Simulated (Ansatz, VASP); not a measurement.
SiO2 in VASP and in Ansatz

```
Si O
1.0
     4.29940    0.00000    0.00000
     0.00000    4.29940    0.00000
     0.00000    0.00000    2.93190
Si O
2 4
Cartesian
  2.1497 2.1497 1.4660
  0.0000 0.0000 0.0000
  2.9795 2.9795 0.0000
  0.8298 3.4696 1.4660
  1.3199 1.3199 0.0000
  3.4696 0.8298 1.4660
```

Alike in both runs: task single point; functional PBE; k mesh 6 × 6 × 8; occupations gaussian, width 0.05 eV; no spin polarisation.

|  | VASP | Ansatz |
| --- | --- | --- |
| version | VASP 6.6.1 | Ansatz 0.2.0 |
| potentials or method | VASP PAW PBE potentials, release 64 (Si, O), cutoff 520 eV | scalar-relativistic, plane waves, PAW |
| valence electrons in the cell | 32 | 32 |

VASP gave:

* gap on the k mesh at the Fermi level (eV): 2.86
* least direct gap on the mesh (eV): 2.86
* rms of the force components (eV/Å): 0.024

Task: What did Ansatz give for the same quantities?

Result: gap on the k mesh at the Fermi level (eV): 2.89; least direct gap on the mesh (eV): 2.89; rms of the force components (eV/Å): 0.022.

Atom by atom the forces differ by 0.002 eV/Å (rms over components).
